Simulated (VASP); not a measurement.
# MnSb (Fm-3m) in VASP: a series of runs

Aim: see how the results for MnSb move with the level of theory and the settings. Levels: PBE, r2SCAN. Tasks: relaxation of cell and atoms, single point.

Everything below comes from runs of VASP 6.6.1. Logs are shortened: lines on timing, memory, paths and dates and some standing lists are left out, and cuts for length are marked.

## (1) The cell of the first run

It takes space group Fm-3m (No. 225, cubic). Conventional cell: a = 5.590 Å, b = 5.590 Å, c = 5.590 Å, α = 90.00°, β = 90.00°, γ = 90.00°. Mn (site symmetry m-3m) has 6 Sb at 2.80 Å within 3.7 Å. Within 3.7 Å of Sb (site symmetry m-3m) lie 6 Mn at 2.80 Å.

## (2) Relaxation of cell and atoms, PBE

The input, INCAR:

```
  PREC = Accurate
  ENCUT = 600
  EDIFF = 1E-7
  ISMEAR = 0
  SIGMA = 0.1
  LREAL = False
  LASPH = True
  NELM = 80
  ALGO = Normal
  ISIF = 3
  LWAVE = False
  LCHARG = False
  GGA = PE
  IBRION = 2
  NSW = 80
  EDIFFG = -0.01
```

The input, KPOINTS:

```
regular mesh
0
Gamma
  14 14 14
```

The input, POSCAR:

```
MnSb
1.0
    0.0000000000      2.7950160000      2.7950160000
    2.7950160000      0.0000000000      2.7950160000
    2.7950160000      2.7950160000      0.0000000000
Mn Sb
1 1
Direct
    0.0000000000      0.0000000000      0.0000000000
    0.5000000000      0.5000000000      0.5000000000
```

Potentials or basis: VASP PAW PBE potentials, release 64 (Mn_pv, Sb).

The run is started by

```bash
> cat potpaw_PBE.64/Mn_pv/POTCAR potpaw_PBE.64/Sb/POTCAR > POTCAR
> mpirun -np 1 vasp_std > vasp.out
```

OUTCAR:

```text
PREC = Accurate
   ENCUT = 600
   EDIFF = 1E-7
   ISMEAR = 0
   LREAL = False
   LASPH = True
   NELM = 80
   ISIF = 3
   GGA = PE
   IBRION = 2
   NSW = 80
   EDIFFG = -0.01

 ion  position               nearest neighbor table
   1  0.000  0.000  0.000-   2 2.80   2 2.80   2 2.80   2 2.80   2 2.80   2 2.80
   2  0.500  0.500  0.500-   1 2.80   1 2.80   1 2.80   1 2.80   1 2.80   1 2.80

  LATTYP: Found a face centered cubic cell.
 ALAT       =     5.5900320000

  Lattice vectors:

 A1 = (   0.0000000000,   2.7950160000,   2.7950160000)
 A2 = (   2.7950160000,   0.0000000000,   2.7950160000)
 A3 = (   2.7950160000,   2.7950160000,   0.0000000000)

Analysis of symmetry for initial positions (statically):
=====================================================================
 Subroutine PRICEL returns:
 Original cell was already a primitive cell.

 Routine SETGRP: Setting up the symmetry group for a
 face centered cubic supercell.

 Subroutine GETGRP returns: Found 48 space group operations
 (whereof 48 operations were pure point group operations)
 out of a pool of 48 trial point group operations.

The static configuration has the point symmetry O_h .

Analysis of symmetry for dynamics (positions and initial velocities):
=====================================================================
 Subroutine PRICEL returns:
 Original cell was already a primitive cell.

 Routine SETGRP: Setting up the symmetry group for a
 face centered cubic supercell.

 Subroutine GETGRP returns: Found 48 space group operations
 (whereof 48 operations were pure point group operations)
 out of a pool of 48 trial point group operations.

The dynamic configuration has the point symmetry O_h .

 Subroutine INISYM returns: Found 48 space group operations
 (whereof 48 operations are pure point group operations),
 and found     1 'primitive' translations

----------------------------------------------------------------------------------------

                                     Primitive cell

  volume of cell :      43.6700

  direct lattice vectors                    reciprocal lattice vectors
     0.000000000  2.795016000  2.795016000    -0.178889853  0.178889853  0.178889853
     2.795016000  0.000000000  2.795016000     0.178889853 -0.178889853  0.178889853
     2.795016000  2.795016000  0.000000000     0.178889853  0.178889853 -0.178889853

  length of vectors
     3.952749534  3.952749534  3.952749534     0.309846314  0.309846314  0.309846314

  position of ions in fractional coordinates (direct lattice)
     0.000000000  0.000000000  0.000000000
     0.500000000  0.500000000  0.500000000

  ion indices of the primitive-cell ions
   primitive index   ion index
                 1           1
                 2           2

----------------------------------------------------------------------------------------

 KPOINTS: regular mesh

Automatic generation of k-mesh.
 Grid dimensions read from file:
 generate k-points for:   14   14   14

 Generating k-lattice:

  Cartesian coordinates                     Fractional coordinates (reciprocal lattice)
    -0.012777847  0.012777847  0.012777847     0.071428571  0.000000000  0.000000000
     0.012777847 -0.012777847  0.012777847     0.000000000  0.071428571  0.000000000
     0.012777847  0.012777847 -0.012777847     0.000000000  0.000000000  0.071428571

  Length of vectors
     0.022131880  0.022131880  0.022131880

  Shift w.r.t. Gamma in fractional coordinates (k-lattice)
     0.000000000  0.000000000  0.000000000

 Subroutine IBZKPT returns following result:
 ===========================================

 Found    104 irreducible k-points:

 Following reciprocal coordinates:
            Coordinates               Weight
  0.000000  0.000000  0.000000      1.000000
  0.071429  0.000000  0.000000      8.000000
  0.142857  0.000000  0.000000      8.000000
  0.214286  0.000000  0.000000      8.000000
  0.285714  0.000000  0.000000      8.000000
  0.357143  0.000000  0.000000      8.000000
[... 16 lines left out ...]
  0.214286  0.142857  0.000000     24.000000
  0.285714  0.142857  0.000000     24.000000
 [... further k-points ...]
   k-points           NKPTS =    104   k-points in BZ     NKDIM =    104   number of bands    NBANDS=     13
   number of dos      NEDOS =    301   number of ions     NIONS =      2
   total plane-waves  NPLWV =  32768
   dimension x,y,z NGX =    32 NGY =   32 NGZ =   32
   dimension x,y,z NGXF=    64 NGYF=   64 NGZF=   64
   ions per type =               1   1
   NGX,Y,Z   is equivalent  to a cutoff of  13.46, 13.46, 13.46 a.u.
   NGXF,Y,Z  is equivalent  to a cutoff of  26.92, 26.92, 26.92 a.u.
 SYSTEM =  unknown system
   PREC   = accura    normal or accurate (medium, high low for compatibility)
   ISTART =      0    job   : 0-new  1-cont  2-samecut
   ICHARG =      2    charge: 1-file 2-atom 10-const
   ISPIN  =      1    spin polarized calculation?
   LNONCOLLINEAR =      F non collinear calculations
   LSORBIT =      F    spin-orbit coupling
   LASPH  =      T    aspherical Exc in radial PAW
   ENCUT  =  600.0 eV  44.10 Ry    6.64 a.u.   7.89  7.89  7.89*2*pi/ulx,y,z
   NELM   =     80;   NELMIN=  2; NELMDL= -5     # of ELM steps
   EDIFF  = 0.1E-06   stopping-criterion for ELM
   LREAL  =      F    real-space projection
   EDIFFG = -.1E-01   stopping-criterion for IOM
   NSW    =     80    number of steps for IOM
   IBRION =      2    ionic relax: 0-MD 1-quasi-New 2-CG
   NFREE  =      1    steps in history (QN), initial steepest desc. (CG)
   ISIF   =      3    stress and relaxation
   ISYM   =      2    0-nonsym 1-usesym 2-fastsym
   POTIM  = 0.5000    time-step for ionic-motion
   TEBEG  =    0.0;   TEEND  =   0.0 temperature during run
   PSTRESS=    0.0 pullay stress
   NELECT =      18.0000    total number of electrons
   NUPDOWN=      -1.0000    fix difference up-down
   EMIN   =  10.00;   EMAX   =-10.00  energy-range for DOS
   EFERMI =   0.00;   METHOD = LEGACY
   ISMEAR =     0;   SIGMA  =   0.10  broadening in eV -4-tet -1-fermi 0-gaus
   EFERMI_NEDOS =   21; number of points for ismear=-14 and -15
   IALGO  =     38    algorithm
   IMIX   =      4    mixing-type and parameters
     AMIX     =   0.40;   BMIX     =  1.00
     AMIX_MAG =   1.60;   BMIX_MAG =  1.00
  volume/ion in A,a.u.               =      21.83       147.35
  Fermi-wavevector in a.u.,A,eV,Ry     =   1.218348  2.302344 20.196106  1.484372
  Thomas-Fermi vector in A             =   2.353638
   LORBIT       =      0    0 simple, 1 ext, 2 COOP (PROOUT), +10 PAW based schemes
   GGA     = PE    functional components
   LHFCALC =     F    Hartree Fock is set to
   AEXX    =    0.0000 exact exchange contribution
   IVDW    =     0    specifies the selected vdW correction
   LEPSILON=     F    determine dielectric tensor
   LRPA    =     F    only Hartree local field effects (RPA)
 conjugate gradient relaxation of ions
 non-spin polarized calculation
 Gauss-broadening in eV      SIGMA  =   0.10
  energy-cutoff  :      600.00
  volume of cell :       43.67
 maximum number of plane-waves:      1472
   NGX = 15   NGY = 15   NGZ = 15

--------------------------------------- Ionic step        1  -------------------------------------------

 number of electron      17.9999999 magnetization

 Free energy of the ion-electron system (eV)
  ---------------------------------------------------
  ext. energy  EPLUGINS =         0.00000000
  ---------------------------------------------------
  free energy    TOTEN  =       -11.31841088 eV

  energy without entropy =      -11.28377797  energy(sigma->0) =      -11.30109442

------------------------ aborting loop because EDIFF is reached ----------------------------------------

  FORCE on cell =-STRESS in cart. coord.  units (eV):
  Direction    XX          YY          ZZ          XY          YZ          ZX
  --------------------------------------------------------------------------------------
  -------------------------------------------------------------------------------------
  Total       -3.8313753     -3.8313753     -3.8313753     -0.0000000      0.0000000     -0.0000000
  in kB     -140.5666811   -140.5666811   -140.5666811     -0.0000000      0.0000000     -0.0000000
  external PRESSURE =    -140.5666811 kB  Pullay stress =       0.0000000 kB
[... 21 lines left out ...]
  energy  without entropy=      -11.2837779672  energy(sigma->0) =      -11.30109442

--------------------------------------- Ionic step        2  -------------------------------------------

 number of electron      18.0000000 magnetization

 E-fermi :  10.9311     XC(G=0): -12.0334

 val. band max:       10.9075747863   @ k =  -0.4286   0.4286   0.0000
 cond. band min:      10.9596387300   @ k =  -0.2857   0.5000   0.2143
 fundamental gap:      0.0520639436
 Fermi energy:        10.9310862534

 k-point     1 :       0.0000    0.0000    0.0000
  band No.  band energies     occupation
      1     -36.5633      2.00000
      2     -36.5633      2.00000
      3     -36.5633      2.00000
      4      -2.2006      2.00000
      5       9.7912      2.00000
      6       9.7912      2.00000
      7       9.7912      2.00000
      8      10.1167      2.00000
      9      10.1167      2.00000
     10      13.5426      0.00000
     11      13.5426      0.00000
     12      13.5426      0.00000
     13      19.2332      0.00000
[... 509 lines left out ...]
  energy  without entropy=      -11.7045438940  energy(sigma->0) =      -11.71412322

--------------------------------------- Ionic step        6  -------------------------------------------

 number of electron      18.0000009 magnetization

 Free energy of the ion-electron system (eV)
  ---------------------------------------------------
  ext. energy  EPLUGINS =         0.00000000
  ---------------------------------------------------
  free energy    TOTEN  =       -11.72375633 eV

  energy without entropy =      -11.70472761  energy(sigma->0) =      -11.71424197

 E-fermi :   9.5467     XC(G=0): -11.5458

 val. band max:        9.5388960578   @ k =  -0.4286   0.4286   0.0000
 cond. band min:       9.5834450397   @ k =  -0.2857   0.5000   0.2143
 fundamental gap:      0.0445489819
 Fermi energy:         9.5467284671

 k-point     1 :       0.0000    0.0000    0.0000
  band No.  band energies     occupation
      1     -37.9625      2.00000
      2     -37.9625      2.00000
      3     -37.9625      2.00000
      4      -2.8646      2.00000
      5       8.5890      2.00000
      6       8.5890      2.00000
      7       8.5890      2.00000
      8       8.8226      2.00000
      9       8.8226      2.00000
     10      11.7653      0.00000
     11      11.7653      0.00000
     12      11.7653      0.00000
     13      17.8704      0.00000
[... 397 lines left out ...]
  FREE ENERGIE OF THE ION-ELECTRON SYSTEM (eV)
  ---------------------------------------------------
  free  energy   TOTEN  =       -11.7237563268 eV

  energy  without entropy=      -11.7047276123  energy(sigma->0) =      -11.71424197

 reached required accuracy - stopping structural energy minimisation
```

It took 2.2 min on 1 thread of Intel Xeon 6975P-C (Granite Rapids), shared host; peak memory 0.24 GiB.

What came out:

```
Free energy                           : -11.7238 eV
Relaxed volume                        : 17.99 Å³/atom
Relaxed cell                          : a = 3.706 Å, b = 3.706 Å, c = 3.706 Å, α = 60.00°, β = 60.00°, γ = 60.00°
Space group after relaxing (to 0.1 Å) : Fm-3m (No. 225)
Energy gained by relaxing             : 202.7 meV/atom
Ionic steps                           : 6
Pressure after relaxing               : 0.0 GPa
Band gap on the k mesh                : zero (filled and empty bands touch)
```

Step by step:
```
step  energy change (eV)  largest force (eV/Å)  pressure (GPa)  volume (Å³)
   1              0.0000                0.0000          -14.06        43.67
   2             -0.2732                0.0000           13.89        32.65
   3             -0.4053                0.0000           -0.15        36.03
   4             -0.4053                0.0000            0.31        35.89
   5             -0.4053                0.0000           -0.23        36.06
   6             -0.4053                0.0000            0.01        35.98
```

Final structure:
```xyz
2
Lattice="0.0000 2.6204 2.6204 2.6204 0.0000 2.6204 2.6204 2.6204 0.0000" Properties=species:S:1:pos:R:3 pbc="T T T"
Mn    0.0000    0.0000    0.0000
Sb    2.6204    2.6204    2.6204
```

Caveat: the volume moved by over 15 % at a fixed basis, so the end points are rough; spin-orbit coupling is left out, which moves the levels of the heavy elements; the run has no spin polarisation, though such a crystal can be magnetic.

## (3) Single point, PBE, collinear spin, ferromagnetic start

This run uses another cell than the first one, of 21.69 Å³/atom.

The input, INCAR:

```
PREC = Accurate
ENCUT = 520
EDIFF = 1E-6
ISMEAR = 0
SIGMA = 0.1
LREAL = False
LASPH = True
NELM = 150
ALGO = Normal
ISIF = 2
LWAVE = False
LCHARG = False
ISPIN = 2
MAGMOM = 4 0
LORBIT = 11
LMAXMIX = 4
GGA = PE
NBANDS = 20
```

KPOINTS is that of step 2.

The input, POSCAR:

```
MnSb
1.0
    0.0000000000      2.7886416284      2.7886416284
    2.7886416284      0.0000000000      2.7886416284
    2.7886416284      2.7886416284      0.0000000000
Mn Sb
1 1
Direct
    0.0000000000      0.0000000000      0.0000000000
    0.5000000000      0.5000000000      0.5000000000
```

Potentials or basis: VASP PAW PBE potentials, release 64 (Mn_pv, Sb).

The run is started by

```bash
> cat potpaw_PBE.64/Mn_pv/POTCAR potpaw_PBE.64/Sb/POTCAR > POTCAR
> mpirun -np 1 vasp_std > vasp.out
```

It took 2 min on 1 thread of Intel Xeon 6975P-C (Granite Rapids), shared host; peak memory 0.28 GiB.

The run converged. Its results:

- Free energy: -12.8560 eV
- Pressure: 0.0 GPa
- Net moment: 3.82 μB per cell
- Site moments: Mn +3.74; Sb -0.10 μB
- Valence electrons inside the program's atomic spheres: Mn 11.47; Sb 2.48

Levels at points of the mesh, in eV from the Fermi level:
Spin up:
```tsv
k point	band 9	band 10	band 11	band 12	band 13	band 14
(0.00, 0.00, 0.00)	-2.82	1.30	1.30	1.30	5.02	8.12
(0.50, 0.00, 0.00)	-2.69	-2.36	2.75	2.75	4.00	4.83
(0.50, 0.50, 0.00)	-2.59	-1.74	-1.53	-1.53	0.92	4.83
```
Spin down:
```csv
k point,band 4,band 5,band 6,band 7,band 8,band 9,band 10,band 11
"(0.00, 0.00, 0.00)",-11.49,0.11,0.11,0.23,0.23,0.23,1.30,1.30
"(0.50, 0.00, 0.00)",-9.41,-5.57,-1.88,-1.88,0.90,0.90,1.11,4.13
"(0.50, 0.50, 0.00)",-9.03,-4.60,-1.41,-1.41,-0.74,0.43,0.96,1.19
```

Caveat: spin-orbit coupling is left out, which moves the levels of the heavy elements; a cell with one magnetic atom can't hold antiferromagnetic order, which such compounds often take.

## (4) Single point, r2SCAN, collinear spin, ferromagnetic start

The input, POSCAR:

```
MnSb
1.0
    0.0000000000      2.7950160000      2.7950160000
    2.7950160000      0.0000000000      2.7950160000
    2.7950160000      2.7950160000      0.0000000000
Mn Sb
1 1
Direct
    0.0000000000      0.0000000000      0.0000000000
    0.5000000000      0.5000000000      0.5000000000
```

The input, INCAR.step1:

```
SYSTEM = MnSb
PREC     = Accurate       ! precision mode
ENCUT    = 520            ! plane-wave cutoff, eV
ISMEAR   = 0              ! smearing method
SIGMA    = 0.1            ! smearing width, eV
LREAL    = .FALSE.        ! projectors in reciprocal space
LASPH    = .TRUE.         ! aspherical terms in the spheres
NELM     = 150            ! most SCF steps
ISPIN    = 2              ! spin polarisation
MAGMOM   = 4 0            ! initial moments
LMAXMIX  = 4              ! l up to which the mixer works
NBANDS   = 20             ! bands
GGA      = PE             ! functional
ALGO     = Normal         ! electronic algorithm
EDIFF    = 1E-4           ! SCF threshold, eV
LWAVE    = .TRUE.         ! write WAVECAR
LCHARG   = .FALSE.        ! write CHGCAR
```

The input, INCAR.step2:

```
SYSTEM = MnSb
PREC     = Accurate       ! precision mode
ENCUT    = 520            ! plane-wave cutoff, eV
EDIFF    = 1E-7           ! SCF threshold, eV
ISMEAR   = 0              ! smearing method
SIGMA    = 0.1            ! smearing width, eV
LREAL    = .FALSE.        ! projectors in reciprocal space
LASPH    = .TRUE.         ! aspherical terms in the spheres
NELM     = 150            ! most SCF steps
ALGO     = Normal         ! electronic algorithm
ISIF     = 2              ! what is computed and relaxed
LWAVE    = .FALSE.        ! write WAVECAR
LCHARG   = .FALSE.        ! write CHGCAR
ISPIN    = 2              ! spin polarisation
MAGMOM   = 4 0            ! initial moments
LORBIT   = 11             ! projections on sites
LMAXMIX  = 4              ! l up to which the mixer works
METAGGA  = R2SCAN         ! meta-GGA
LMIXTAU  = .TRUE.       
NBANDS   = 20             ! bands
ISTART   = 1
```

The input, KPOINTS:

```
regular mesh
0
G
  14 14 14
  0 0 0
```

The run is started by

```bash
> cat potpaw_PBE.64/Mn_pv/POTCAR potpaw_PBE.64/Sb/POTCAR > POTCAR
> cp INCAR.step1 INCAR
> mpirun -np 1 vasp_std > vasp.out
> cp INCAR.step2 INCAR
> mpirun -np 1 vasp_std > vasp.out
```

It took 8.7 min on 1 thread of Intel Xeon 6975P-C (Granite Rapids), shared host; peak memory 0.3 GiB.

Results (log left out):

| Quantity | Value |
| --- | --- |
| Free energy | -40.8286 eV |
| Pressure | 1.7 GPa |
| Band gap on the k mesh | zero (filled and empty bands overlap) |
| Net moment | 4.02 μB per cell |
| Site moments | Mn +4.07; Sb -0.18 μB |
| Valence electrons inside the program's atomic spheres | Mn 11.43; Sb 2.51 |

Levels at points of the mesh, in eV from the Fermi level:
Spin up:
```tsv
k point	band 7	band 8	band 9	band 10	band 11	band 12	band 13	band 14	band 15	band 16
(0.00, 0.00, 0.00)	-3.90	-3.61	-3.61	1.38	1.38	1.38	5.42	8.36	8.36	8.36
(0.50, 0.00, 0.00)	-4.43	-3.55	-3.55	-3.13	2.65	2.65	4.36	4.95	4.95	8.17
(0.50, 0.50, 0.00)	-3.47	-3.47	-3.44	-2.44	-1.59	-1.59	0.84	4.94	13.07	13.07
```
Spin down:
```tsv
k point	band 3	band 4	band 5	band 6	band 7	band 8	band 9	band 10	band 11	band 12
(0.00, 0.00, 0.00)	-47.45	-12.09	0.61	0.61	0.93	0.93	0.93	1.17	1.17	1.17
(0.50, 0.00, 0.00)	-47.45	-9.90	-5.83	-1.86	-1.86	1.70	1.70	1.93	4.63	4.63
(0.50, 0.50, 0.00)	-47.45	-9.48	-4.90	-1.65	-1.65	-0.18	0.98	1.46	2.05	2.05
```

Caveat: the PAW data sets were made with another functional, which shifts forces and pressure a little; spin-orbit coupling is left out, which moves the levels of the heavy elements; a cell with one magnetic atom can't hold antiferromagnetic order, which such compounds often take.

## (5) Summary

```csv
task,level,spin,cell,cutoff (eV),gap on the mesh (eV),pressure (GPa),moment (μB)
relaxation of cell and atoms,PBE,off,"relaxed from a = 3.953 Å, angles 60.0°, 2 atoms",600,none,0.0,-
single point,PBE,"collinear, ferromagnetic start","a = 3.944 Å, angles 60.0°, 2 atoms",520,none,0.0,3.82
single point,r2SCAN,"collinear, ferromagnetic start","a = 3.953 Å, angles 60.0°, 2 atoms",520,none,1.7,4.02
```

Alike in all rows: potentials or basis VASP PAW PBE potentials, release 64 (Mn_pv, Sb); k mesh 14 × 14 × 14; smearing gaussian 0.1 eV.

Caveats: spin-orbit coupling is left out, which moves the levels of the heavy elements; a cell with one magnetic atom can't hold antiferromagnetic order, which such compounds often take (at least some runs); the volume moved by over 15 % at a fixed basis, so the end points are rough (at least some runs); the PAW data sets were made with another functional, which shifts forces and pressure a little (at least some runs).

Total energies depend on the potentials used, so only differences within one code and one set of settings carry meaning.
